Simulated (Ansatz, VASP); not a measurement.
I in VASP and in Ansatz

INCAR

```
PREC = Accurate
ENCUT = 500
EDIFF = 1E-6
ISMEAR = 1
SIGMA = 0.015
LREAL = False
LASPH = True
NELM = 120
ALGO = Normal
ISIF = 2
LWAVE = False
LCHARG = False
GGA = PE
NBANDS = 10
GGA_COMPAT = False
```

Contents of KPOINTS:

```
Automatic mesh
0
Gamma
  4 4 6
```

Contents of POSCAR:

```
I
1.0
    2.5383465792     -3.7066249365      0.0000000000
    2.5383465792      3.7066249365      0.0000000000
   -1.6208748370      0.0000000000      2.3810977968
I
1
Direct
    0.5000000000      0.5000000000      0.5000000000
```

Input for Ansatz:

```yaml
crystal:
  lattice:
    - [2.5383465792, -3.7066249365, 0.0]
    - [2.5383465792, 3.7066249365, 0.0]
    - [-1.620874837, 0.0, 2.3810977968]
  atoms:
    - { symbol: I, position: [0.5, 0.5, 0.5] }
basis:
  ecutwfc: 420
kpoints:
  mp_grid: { grid: [4, 4, 6] }
hamiltonian:
  xc: pbe
scf:
  occupations: { method: methfessel_paxton, width: 0.015 }
  max_iter: 30
  convergence: { dr2_threshold: "1e-6 eV" }
output:
  forces: true
  stress: true
  eigenvalues: true
```

Alike in both runs: task single point; functional PBE; k mesh 4 × 4 × 6; occupations methfessel-paxton of order 1, width 0.015 eV; no spin polarisation.

|  | VASP | Ansatz |
| --- | --- | --- |
| version | VASP 6.6.1 | Ansatz 0.2.0 |
| potentials or method | VASP PAW PBE potentials, release 64 (I), cutoff 500 eV | scalar-relativistic, plane waves, PAW |
| valence electrons in the cell | 7 | 17 |

|  | VASP | Ansatz | Ansatz less VASP |
| --- | --- | --- | --- |
| gap on the k mesh at the Fermi level (eV) | none | none | - |
| pressure (GPa) | 0.8 | 0.9 | +0.07 |
| traceless stress, the component that is largest in VASP (GPa) | 0.96 | 0.80 | -0.163 |

A gap of «none» marks a metal or a gap that the smearing closes. With one functional, cell and mesh, what is left measures potentials, basis and numerics. VASP's potentials hold 7 valence electrons a cell and Ansatz's 17, so a difference there can come from the potentials and not from the codes. Ansatz's warnings: force scf threshold loose, stress scf threshold loose.

The k mesh is coarse, so the values compare programs but aren't converged. Neither program's run includes spin-orbit coupling.
